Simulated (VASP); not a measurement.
# Si (P6_3/mmc) in VASP: notebook, part 2 of 2

VASP 6.6.1. Earlier steps stand in the parts before.

**3. Single point, LDA**

This run uses another cell than the first one, of 19.68 Å³/atom.

INCAR

```
ALGO     = Normal         # electronic algorithm
EDIFF    = 1E-6           # SCF threshold, eV
ENCUT    = 500            # plane-wave cutoff, eV
GGA      = CA             # functional
GGA_COMPAT= F            
ISIF     = 2              # what is computed and relaxed
ISMEAR   = 0              # smearing method
LASPH    = T              # aspherical terms in the spheres
LCHARG   = T              # write CHGCAR
LELF     = T              # ELF
LREAL    = F              # projectors in reciprocal space
LVHAR    = T            
LWAVE    = F              # write WAVECAR
NBANDS   = 16             # bands
NELM     = 120            # most SCF steps
PREC     = Accurate       # precision mode
SIGMA    = 0.02           # smearing width, eV
```

KPOINTS

```
k-points
0
Gamma
  12 12 6
```

POSCAR

```
Si
1.0
    3.8014667512      0.0000000000      0.0000000000
   -1.9007333756      3.2921667782      0.0000000000
    0.0000000000      0.0000000000      6.2900482936
Si
4
Direct
    0.3333333333      0.6666666667      0.0000665484
    0.6666666667      0.3333333333      0.5000665484
    0.3333333333      0.6666666667      0.3739334516
    0.6666666667      0.3333333333      0.8739334516
```

Potentials or basis: VASP PAW LDA potentials, release 64 (Si).

Started as:

```
$ cat potpaw_LDA.64/Si/POTCAR > POTCAR
$ mpirun -np 1 vasp_std > vasp.out
```

OUTCAR:

```text
EDIFF = 1E-6
   ENCUT = 500
   GGA = CA
   ISIF = 2
   ISMEAR = 0
   LASPH = T
   LREAL = F
   NELM = 120
   PREC = Accurate

 ion  position               nearest neighbor table
   1  0.333  0.667  0.000-   4 2.33   4 2.33   4 2.33   3 2.35
   2  0.667  0.333  0.500-   3 2.33   3 2.33   3 2.33   4 2.35
   3  0.333  0.667  0.374-   2 2.33   2 2.33   2 2.33   1 2.35
   4  0.667  0.333  0.874-   1 2.33   1 2.33   1 2.33   2 2.35

  LATTYP: Found a hexagonal cell.
[... 641 lines left out ...]
      6       3.4458      2.00000
[... 8 lines left out ...]
     15      13.3357      0.00000
     16      13.3840      0.00000

 [... further k-points ...]
[... 5 lines left out ...]
  --------------------------------------------------------------------------------------
  -------------------------------------------------------------------------------------
  Total        0.0373010      0.0373010      0.0220977      0.0000000     -0.0000000      0.0000000
  in kB        0.7591790      0.7591790      0.4497496      0.0000000     -0.0000000      0.0000000
  external PRESSURE =       0.6560359 kB  Pullay stress =       0.0000000 kB

 VOLUME and BASIS-vectors are now :
 -----------------------------------------------------------------------------
  energy-cutoff  :      500.00
  volume of cell :       78.72
      direct lattice vectors                 reciprocal lattice vectors
     3.801466751  0.000000000  0.000000000     0.263056358  0.151875659  0.000000000
    -1.900733376  3.292166778  0.000000000     0.000000000  0.303751319  0.000000000
     0.000000000  0.000000000  6.290048294     0.000000000  0.000000000  0.158981291

 POSITION                                       TOTAL-FORCE (eV/Angst)
 -----------------------------------------------------------------------------------
     -0.00000      2.19478      0.00042        -0.000000     -0.000000     -0.001152
      1.90073      1.09739      3.14544         0.000000      0.000000     -0.001152
     -0.00000      2.19478      2.35206        -0.000000     -0.000000      0.001152
      1.90073      1.09739      5.49708         0.000000      0.000000      0.001152
 -----------------------------------------------------------------------------------
    total drift:                               -0.000000      0.000000      0.000003

  FREE ENERGIE OF THE ION-ELECTRON SYSTEM (eV)
  ---------------------------------------------------
  free  energy   TOTEN  =       -23.8002635817 eV

  energy  without entropy=      -23.8002635817  energy(sigma->0) =      -23.80026358
```

OSZICAR:

```text
N       E                     dE             d eps       ncg     rms          rms(c)
DAV:   1     0.234931668466E+02    0.23493E+02   -0.58201E+03  2432   0.793E+02
DAV:   2    -0.224887586951E+02   -0.45982E+02   -0.41737E+02  3328   0.120E+02
DAV:   3    -0.243251996529E+02   -0.18364E+01   -0.18223E+01  3256   0.227E+01
DAV:   4    -0.243477983237E+02   -0.22599E-01   -0.22591E-01  3096   0.324E+00
DAV:   5    -0.243482087803E+02   -0.41046E-03   -0.41039E-03  3320   0.413E-01    0.724E+00
DAV:   6    -0.239702170332E+02    0.37799E+00   -0.15035E-01  2840   0.180E+00    0.434E+00
DAV:   7    -0.238001405669E+02    0.17008E+00   -0.28866E-01  2912   0.254E+00    0.313E-01
DAV:   8    -0.238003214618E+02   -0.18089E-03   -0.23584E-02  2944   0.794E-01    0.106E-01
DAV:   9    -0.238002335450E+02    0.87917E-04   -0.68609E-04  3192   0.143E-01    0.841E-02
DAV:  10    -0.238002650097E+02   -0.31465E-04   -0.64537E-05  3072   0.436E-02    0.426E-02
DAV:  11    -0.238002635590E+02    0.14507E-05   -0.42223E-06  3176   0.110E-02    0.638E-03
DAV:  12    -0.238002635817E+02   -0.22638E-07   -0.16780E-07  1896   0.238E-03
   1 F= -.23800264E+02 E0= -.23800264E+02  d E =-.230333E-19
```

stdout:

```text
POSCAR found type information on POSCAR Si
 POSCAR found :  1 types and       4 ions
 scaLAPACK will be used
 LDA part: xc-table for (Slater(with rela. corr.)+CA(PZ))
 , standard interpolation
 POSCAR, INCAR and KPOINTS ok, starting setup
 FFT: planning ... GRIDC
 FFT: planning ... GRID_SOFT
 FFT: planning ... GRID
 WAVECAR not read
 entering main loop
```

It took 1.8 min on 1 thread of Intel Xeon 8259CL, shared host; peak memory 0.19 GiB.

Results:

```yaml
Free_energy: -23.8003 eV
Pressure: 0.1 GPa
Band_gap_on_the_k_mesh: 0.27 eV (least direct gap 1.00 eV)
```

Levels at points of the mesh, in eV from the valence-band top:
| k point | band 4 | band 5 | band 6 | band 7 | band 8 | band 9 | band 10 | band 11 | band 12 | band 13 |
| --- | --- | --- | --- | --- | --- | --- | --- | --- | --- | --- |
| (0.00, 0.00, 0.00) | -1.54 | -1.54 | -0.37 | 0.00 | 0.00 | 1.00 | 1.95 | 1.95 | 2.30 | 3.61 |
| (0.50, 0.00, 0.00) | -6.05 | -4.79 | -3.12 | -3.10 | -1.47 | 0.27 | 2.29 | 2.86 | 3.05 | 4.42 |
| (0.00, 0.00, 0.50) | -4.31 | -0.94 | -0.94 | -0.94 | -0.94 | 1.78 | 1.78 | 2.94 | 2.94 | 2.94 |
| (0.50, 0.00, 0.50) | -7.37 | -2.51 | -2.51 | -2.47 | -2.47 | 0.80 | 0.80 | 1.55 | 1.55 | 5.60 |

A k mesh can miss the band edges.

**4. Single point, LDA**

This run uses another cell than the first one, of 19.68 Å³/atom.

INCAR

```
PREC = Accurate ; ENCUT = 500
EDIFF = 1E-6 ; ISMEAR = 0
SIGMA = 0.01 ; LREAL = F
LASPH = T ; NELM = 120
ALGO = Normal ; ISIF = 2
LWAVE = F ; LCHARG = F
NBANDS = 16 ; GGA_COMPAT = F
```

KPOINTS

```
Automatic mesh
0
Gamma
  12 12 6
```

POSCAR is that of step 3.

Potentials or basis: VASP PAW LDA potentials, release 64 (Si).

Started as:

```
$ cat potpaw_LDA.64/Si/POTCAR > POTCAR
$ mpirun -np 1 vasp_std > vasp.out
```

OUTCAR:

```text
PREC = Accurate
   ENCUT = 500
   EDIFF = 1E-6
   ISMEAR = 0
   LREAL = F
   LASPH = T
   NELM = 120
   ISIF = 2

 ion  position               nearest neighbor table
   1  0.333  0.667  0.000-   4 2.33   4 2.33   4 2.33   3 2.35
   2  0.667  0.333  0.500-   3 2.33   3 2.33   3 2.33   4 2.35
   3  0.333  0.667  0.374-   2 2.33   2 2.33   2 2.33   1 2.35
   4  0.667  0.333  0.874-   1 2.33   1 2.33   1 2.33   2 2.35

  LATTYP: Found a hexagonal cell.
 ALAT       =     3.8014667512
 C/A-ratio  =     1.6546371980
[... 648 lines left out ...]
     15      13.3357      0.00000
     16      13.3840      0.00000

 [... further k-points ...]
[... 5 lines left out ...]
  --------------------------------------------------------------------------------------
  -------------------------------------------------------------------------------------
  Total        0.0373010      0.0373010      0.0220977      0.0000000      0.0000000      0.0000000
  in kB        0.7591790      0.7591790      0.4497497      0.0000000      0.0000000      0.0000000
  external PRESSURE =       0.6560359 kB  Pullay stress =       0.0000000 kB

 VOLUME and BASIS-vectors are now :
 -----------------------------------------------------------------------------
  energy-cutoff  :      500.00
  volume of cell :       78.72
      direct lattice vectors                 reciprocal lattice vectors
     3.801466751  0.000000000  0.000000000     0.263056358  0.151875659  0.000000000
    -1.900733376  3.292166778  0.000000000     0.000000000  0.303751319  0.000000000
     0.000000000  0.000000000  6.290048294     0.000000000  0.000000000  0.158981291

 POSITION                                       TOTAL-FORCE (eV/Angst)
 -----------------------------------------------------------------------------------
     -0.00000      2.19478      0.00042         0.000000     -0.000000     -0.001152
      1.90073      1.09739      3.14544        -0.000000     -0.000000     -0.001152
     -0.00000      2.19478      2.35206        -0.000000      0.000000      0.001152
      1.90073      1.09739      5.49708         0.000000     -0.000000      0.001152
 -----------------------------------------------------------------------------------
    total drift:                               -0.000000      0.000000      0.000003

  FREE ENERGIE OF THE ION-ELECTRON SYSTEM (eV)
  ---------------------------------------------------
  free  energy   TOTEN  =       -23.8002635818 eV

  energy  without entropy=      -23.8002635818  energy(sigma->0) =      -23.80026358
```

OSZICAR:

```text
N       E                     dE             d eps       ncg     rms          rms(c)
DAV:   1     0.234933638265E+02    0.23493E+02   -0.58201E+03  2432   0.793E+02
DAV:   2    -0.224887586951E+02   -0.45982E+02   -0.41732E+02  3328   0.120E+02
DAV:   3    -0.243251996529E+02   -0.18364E+01   -0.18223E+01  3256   0.227E+01
DAV:   4    -0.243477983237E+02   -0.22599E-01   -0.22591E-01  3096   0.324E+00
DAV:   5    -0.243482087803E+02   -0.41046E-03   -0.41039E-03  3320   0.413E-01    0.724E+00
DAV:   6    -0.239702170332E+02    0.37799E+00   -0.15035E-01  2840   0.180E+00    0.434E+00
DAV:   7    -0.238001405669E+02    0.17008E+00   -0.28866E-01  2912   0.254E+00    0.313E-01
DAV:   8    -0.238003214618E+02   -0.18089E-03   -0.23584E-02  2944   0.794E-01    0.106E-01
DAV:   9    -0.238002335456E+02    0.87916E-04   -0.68609E-04  3192   0.143E-01    0.841E-02
DAV:  10    -0.238002650099E+02   -0.31464E-04   -0.64537E-05  3072   0.436E-02    0.426E-02
DAV:  11    -0.238002635593E+02    0.14506E-05   -0.42223E-06  3176   0.110E-02    0.638E-03
DAV:  12    -0.238002635818E+02   -0.22556E-07   -0.16780E-07  1896   0.238E-03
   1 F= -.23800264E+02 E0= -.23800264E+02  d E =-.147879E-11
```

Run time: 1.8 min. Hardware: 1 thread of Intel Xeon 8259CL, shared host; peak memory 0.19 GiB.

Results:

- Free energy: -23.8003 eV
- Pressure: 0.1 GPa
- Band gap on the k mesh: 0.27 eV (least direct gap 1.00 eV)

Levels at points of the mesh, in eV from the valence-band top:
| k point | band 5 | band 6 | band 7 | band 8 | band 9 | band 10 | band 11 | band 12 |
| --- | --- | --- | --- | --- | --- | --- | --- | --- |
| (0.00, 0.00, 0.00) | -1.54 | -0.37 | 0.00 | 0.00 | 1.00 | 1.95 | 1.95 | 2.30 |
| (0.50, 0.00, 0.00) | -4.79 | -3.12 | -3.10 | -1.47 | 0.27 | 2.29 | 2.86 | 3.05 |
| (0.00, 0.00, 0.50) | -0.94 | -0.94 | -0.94 | -0.94 | 1.78 | 1.78 | 2.94 | 2.94 |
| (0.50, 0.00, 0.50) | -2.51 | -2.51 | -2.47 | -2.47 | 0.80 | 0.80 | 1.55 | 1.55 |

**5. Relaxation of cell and atoms, LDA**

INCAR

```
PREC = Accurate
ENCUT = 500
EDIFF = 1E-7
ISMEAR = 0
SIGMA = 0.02
LREAL = False
LASPH = True
NELM = 120
ALGO = Normal
ISIF = 3
LWAVE = False
LCHARG = False
IBRION = 2
NSW = 100
EDIFFG = -0.002
GGA_COMPAT = False
NELMIN = 4
```

KPOINTS is that of step 4.

POSCAR

```
Si
1.0
    3.8200000000      0.0000000000      0.0000000000
   -1.9100000000      3.3082170425      0.0000000000
    0.0000000000      0.0000000000      6.3200000000
Si
4
Direct
    0.3333333333      0.6666666667      0.0000000000
    0.6666666667      0.3333333333      0.5000000000
    0.3333333333      0.6666666667      0.3740000000
    0.6666666667      0.3333333333      0.8740000000
```

Started as:

```
$ cat potpaw_LDA.64/Si/POTCAR > POTCAR
$ mpirun -np 1 vasp_std > vasp.out
```

Run time: 4.1 min. Hardware: 1 thread of Intel Xeon 8259CL, shared host; peak memory 0.19 GiB.

It converged, with:

```
Free energy                           : -23.8004 eV
Relaxed volume                        : 19.69 Å³/atom
Relaxed cell                          : a = 3.803 Å, b = 3.803 Å, c = 6.290 Å, α = 90.00°, β = 90.00°, γ = 120.00°
Space group after relaxing (to 0.1 Å) : P6_3/mmc (No. 194)
Energy gained by relaxing             : 1.1 meV/atom
Ionic steps                           : 6
Pressure after relaxing               : 0.0 GPa
Band gap on the k mesh                : 0.27 eV (least direct gap 0.99 eV)
```

The path:
```
step  energy change (eV)  largest force (eV/Å)  pressure (GPa)  volume (Å³)
   1              0.0000                0.0020           -1.30        79.87
   2             -0.0022                0.0050            0.96        78.02
   3             -0.0045                0.0039            0.00        78.77
   4             -0.0045                0.0039            0.03        78.75
   5             -0.0045                0.0003           -0.02        78.78
   6             -0.0045                0.0009            0.00        78.78
```

Final structure:
```
Si
1.0
     3.80281    0.00000    0.00000
    -1.90140    3.29333    0.00000
     0.00000    0.00000    6.29007
Si
4
Direct
  0.33333 0.66667 0.00003
  0.66667 0.33333 0.50003
  0.33333 0.66667 0.37397
  0.66667 0.33333 0.87397
```

Levels at points of the mesh, in eV from the valence-band top:
```tsv
k point	band 6	band 7	band 8	band 9	band 10	band 11
(0.00, 0.00, 0.00)	-0.37	0.00	0.00	0.99	1.95	1.95
(0.50, 0.00, 0.00)	-3.12	-3.10	-1.46	0.27	2.29	2.87
(0.00, 0.00, 0.50)	-0.94	-0.94	-0.94	1.78	1.78	2.94
(0.50, 0.00, 0.50)	-2.51	-2.47	-2.47	0.80	0.80	1.55
```

A k mesh can miss the band edges.

**6. Summary**

| task | cell | k mesh | smearing | gap on the mesh (eV) | pressure (GPa) |
| --- | --- | --- | --- | --- | --- |
| single point | a = 3.820, b = 3.820, c = 6.320 Å, angles 90.0, 90.0, 120.0°, 4 atoms, atomic positions A | 6 × 6 × 4 | gaussian 0.1 eV | 0.30 | -1.2 |
| single point | a = 3.801, b = 3.801, c = 6.290 Å, angles 90.0, 90.0, 120.0°, 4 atoms, atomic positions B | 12 × 12 × 6 | gaussian 0.02 eV | 0.27 | 0.1 |
| single point | a = 3.801, b = 3.801, c = 6.290 Å, angles 90.0, 90.0, 120.0°, 4 atoms, atomic positions B | 12 × 12 × 6 | gaussian 0.01 eV | 0.27 | 0.1 |
| relaxation of cell and atoms | relaxed from a = 3.820, b = 3.820, c = 6.320 Å, angles 90.0, 90.0, 120.0°, 4 atoms, atomic positions A | 12 × 12 × 6 | gaussian 0.02 eV | 0.27 | 0.0 |

Alike in all rows: level LDA; potentials or basis VASP PAW LDA potentials, release 64 (Si); no spin polarisation; cutoff (eV) 500.

Total energies depend on the potentials used, so only differences within one code and one set of settings carry meaning.
